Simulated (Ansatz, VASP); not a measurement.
Zn5O: VASP beside Ansatz

INCAR

```
ALGO = Normal
EDIFF = 1E-6
ENCUT = 520
GGA = PE
ISIF = 2
ISMEAR = 0
ISPIN = 2
LASPH = T
LCHARG = F
LORBIT = 11
LREAL = F
LWAVE = F
MAGMOM = 0 0 0 0 0 1
NBANDS = 46
NELM = 150
PREC = Accurate
SIGMA = 0.1
```

The input KPOINTS:

```
k-points
0
Gamma
  6 6 2
```

File POSCAR:

```
Zn5O
1.0
    2.9854725000      0.0000000000      0.0000000000
   -1.4927362500      2.5854950200      0.0000000000
    0.0000000000      0.0000000000     14.2257616900
Zn O
5 1
Direct
    0.0000000000      0.0000000000      0.8363369700
    0.6666666700      0.3333333300      0.6678038200
    0.0000000000      0.0000000000      0.5000000000
    0.6666666700      0.3333333300      0.3321961800
    0.0000000000      0.0000000000      0.1636630300
    0.6666666700      0.3333333300      0.0000000000
```

Input for Ansatz:

```yaml
crystal:
  lattice:
    - [2.9854725, 0.0, 0.0]
    - [-1.49273625, 2.58549502, 0.0]
    - [0.0, 0.0, 14.22576169]
  atoms:
    - { symbol: Zn, position: [0.0, 0.0, 0.83633697] }
    - { symbol: Zn, position: [0.66666667, 0.33333333, 0.66780382] }
    - { symbol: Zn, position: [0.0, 0.0, 0.5] }
    - { symbol: Zn, position: [0.66666667, 0.33333333, 0.33219618] }
    - { symbol: Zn, position: [0.0, 0.0, 0.16366303] }
    - { symbol: O, position: [0.66666667, 0.33333333, 0.0], spin: 1.0 }
basis:
  ecutwfc: 420
kpoints:
  mp_grid: { grid: [6, 6, 2] }
hamiltonian:
  xc: pbe
scf:
  occupations: { method: gaussian, width: 0.1 }
  lower_state_search: "off"
output:
  forces: true
  stress: true
  eigenvalues: true
  populations: true
magnetization:
  spin_polarized: true
```

Change from the starting cell: species swapped into the LiMg5 type (P-6m2, No. 187).

Alike in both runs: task single point; functional PBE; k mesh 6 × 6 × 2; occupations gaussian, width 0.1 eV; collinear spin.

|  | VASP | Ansatz |
| --- | --- | --- |
| version | VASP 6.6.1 | Ansatz 0.2.0 |
| potentials or method | VASP PAW PBE potentials, release 64 (Zn, O), cutoff 520 eV | scalar-relativistic, plane waves, PAW |
| valence electrons in the cell | 66 | 66 |

Ansatz gave:

```
gap on the k mesh at the Fermi level (eV)                     : none
pressure (GPa)                                                : -9.8
traceless stress, the component that is largest in VASP (GPa) : -1.33
rms of the force components (eV/Å)                            : 0.309
net moment per atom (μB)                                      : 0.24
size of the moment on the site where the two differ most (μB) : 1.16
```

Problem. Estimate VASP's values.

Solution. gap on the k mesh at the Fermi level (eV): none; pressure (GPa): -10.8; traceless stress, the component that is largest in VASP (GPa): -3.49; rms of the force components (eV/Å): 0.414; net moment per atom (μB): 0.00; size of the moment on the site where the two differ most (μB): 0.00.

The net moments are unlike, so the other rows may belong to different states. Site moments also hang on the region over which each program counts them. Atom by atom the forces differ by 0.105 eV/Å (rms over components). A gap of «none» marks a metal or a gap that the smearing closes.

The k mesh is coarse, so the values compare programs but aren't converged.
